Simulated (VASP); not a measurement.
The system is Ti.

```xyz
1
Lattice="-1.6738 1.6410 1.6410 1.6410 -1.6738 1.6410 1.6410 1.6410 -1.6738" Properties=species:S:1:pos:R:3 pbc="T T T"
Ti    0.0000    0.0000    0.0000
```

This cell differs from its parent crystal: equal xy, yz and zx shear strains of -2 %.

Base run:

* Program: VASP 6.6.1
* Functional: PBEsol
* Potentials or basis: VASP PAW PBE potentials, release 64 (Ti_sv)
* Cutoff: 400 eV
* k mesh: 17 × 17 × 17
* Occupations: fermi-dirac, width 0.08 eV
* Spin: no spin polarisation

Its results: band gap on the k mesh zero (band 6 reaches 8.70 eV, above the bottom of band 7 at 7.12 eV); pressure -7.3 GPa.

Problem. The run is repeated on the same cell with these changes: cutoff from 400 eV to 500 eV; further incar settings from ALGO = Normal; EDIFF = 1e-08; NBANDS = 12 to ALGO = Normal; EDIFF = 1e-06; NBANDS = 12. What comes out?

Solution. Band gap on the k mesh zero (band 6 reaches 8.69 eV, above the bottom of band 7 at 7.12 eV); pressure -6.7 GPa.

Caveats: the PAW data sets were made with another functional, which shifts forces and pressure a little.
